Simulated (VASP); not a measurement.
Crystal: Na4MgAlP3O12.

```
CELL_PARAMETERS angstrom
4.40570 2.54363 7.18145
-4.40570 2.54363 7.18145
0.00000 -5.08727 7.18145
ATOMIC_POSITIONS crystal
Na 0.88619 0.61770 0.24363
Na 0.61770 0.24363 0.88619
Na 0.24363 0.88619 0.61770
Na 0.38619 0.74363 0.11770
Na 0.74363 0.11770 0.38619
Na 0.11770 0.38619 0.74363
Na 0.49843 0.49843 0.49843
Na 0.99843 0.99843 0.99843
Mg 0.35064 0.35064 0.35064
Mg 0.85064 0.85064 0.85064
Al 0.65020 0.65020 0.65020
Al 0.15020 0.15020 0.15020
P 0.54092 0.95566 0.25512
P 0.95566 0.25512 0.54092
P 0.25512 0.54092 0.95566
P 0.04092 0.75512 0.45566
P 0.75512 0.45566 0.04092
P 0.45566 0.04092 0.75512
O 0.52074 0.12605 0.27736
O 0.12605 0.27736 0.52074
O 0.27736 0.52074 0.12605
O 0.02074 0.77736 0.62605
O 0.77736 0.62605 0.02074
O 0.62605 0.02074 0.77736
O 0.48486 0.86219 0.73032
O 0.86219 0.73032 0.48486
O 0.73032 0.48486 0.86219
O 0.98486 0.23032 0.36219
O 0.23032 0.36219 0.98486
O 0.36219 0.98486 0.23032
O 0.42539 0.21973 0.58721
O 0.21973 0.58721 0.42539
O 0.58721 0.42539 0.21973
O 0.92539 0.08721 0.71973
O 0.08721 0.71973 0.92539
O 0.71973 0.92539 0.08721
O 0.56102 0.77575 0.43087
O 0.77575 0.43087 0.56102
O 0.43087 0.56102 0.77575
O 0.06102 0.93087 0.27575
O 0.93087 0.27575 0.06102
O 0.27575 0.06102 0.93087
```

Base run:

```yaml
Program: VASP 6.6.1
Functional: PBE
Potentials_or_basis: VASP PAW PBE potentials, release 64 (Na_pv, Mg, Al, P, O)
Cutoff: 520 eV
k_mesh: 3 × 3 × 3
Occupations: fermi-dirac, width 0.02 eV
Spin: no spin polarisation
```

Its results: band gap on the k mesh 4.61 eV, direct; pressure 0.4 GPa; largest force 0.250 eV/Å.

The run is repeated on the same cell with these changes: functional from PBE to r2SCAN. What comes out?

Band gap on the k mesh 5.29 eV, direct; pressure -5.5 GPa; largest force 0.745 eV/Å.

r2SCAN gives the wider gap, since meta-GGAs in the generalised Kohn-Sham scheme recover part of the derivative discontinuity.

Caveats: the PAW data sets were made with another functional, which shifts forces and pressure a little (some runs).

